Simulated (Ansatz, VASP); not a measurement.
**One calculation of Al3W, two programs**

The input INCAR:

```
PREC = Accurate
ENCUT = 600
EDIFF = 1E-6
ISMEAR = 0
SIGMA = 0.1
LREAL = F
LASPH = T
NELM = 60
ALGO = Normal
ISIF = 3
LWAVE = F
LCHARG = F
GGA = PE
IBRION = 2
NSW = 100
EDIFFG = -0.01
```

The input KPOINTS:

```
Automatic mesh
0
Gamma
  12 12 12
```

Contents of POSCAR:

```
Al3W
1.0
    3.9419084122      0.0000000000      0.0000000000
    0.0000000000      3.9419084122      0.0000000000
    0.0000000000      0.0000000000      3.9419084122
Al W
3 1
Direct
    0.5000000000      0.0000000000      0.0000000000
    0.0000000000      0.5000000000      0.0000000000
    0.0000000000      0.0000000000      0.5000000000
    0.5000000000      0.5000000000      0.5000000000
```

Input for Ansatz:

```yaml
crystal:
  lattice:
    - [3.9419084122, 0.0, 0.0]
    - [0.0, 3.9419084122, 0.0]
    - [0.0, 0.0, 3.9419084122]
  atoms:
    - { symbol: Al, position: [0.5, 0.0, 0.0] }
    - { symbol: Al, position: [0.0, 0.5, 0.0] }
    - { symbol: Al, position: [0.0, 0.0, 0.5] }
    - { symbol: W, position: [0.5, 0.5, 0.5] }
basis:
  ecutwfc: 420
kpoints:
  mp_grid: { grid: [12, 12, 12] }
hamiltonian:
  xc: pbe
scf:
  occupations: { method: gaussian, width: 0.1 }
output:
  forces: true
  stress: true
  eigenvalues: true
  write_density: true
  write_potential: true
  elf: true
  volumetric_format: npy
relax:
  adjacent_minimum: "off"
  f_tol: 0.01
  max_steps: 80
  cell: { stress_tol: 0.05 }
```

Alike in both runs: task relaxation of cell and atoms; functional PBE; k mesh 12 × 12 × 12; occupations gaussian, width 0.1 eV; no spin polarisation.

|  | VASP | Ansatz |
| --- | --- | --- |
| version | VASP 6.6.1 | Ansatz 0.2.0 |
| potentials or method | VASP PAW PBE potentials, release 64 (Al, W_sv), cutoff 600 eV | scalar-relativistic, plane waves, PAW |
| valence electrons in the cell | 23 | 23 |

```tsv
	VASP	Ansatz	Ansatz less VASP
gap on the k mesh at the Fermi level, each at its own relaxed structure (eV)	none	none	-
relaxed volume (Å³/atom)	15.31	15.31	0.000
relaxed cell length with the largest relative difference (Å)	3.942	3.942	0.0000
```

A gap of «none» marks a metal or a gap that the smearing closes.

Neither program's run includes spin-orbit coupling. Noted on VASP's run: the relaxation stopped at its first step, so nothing moved.
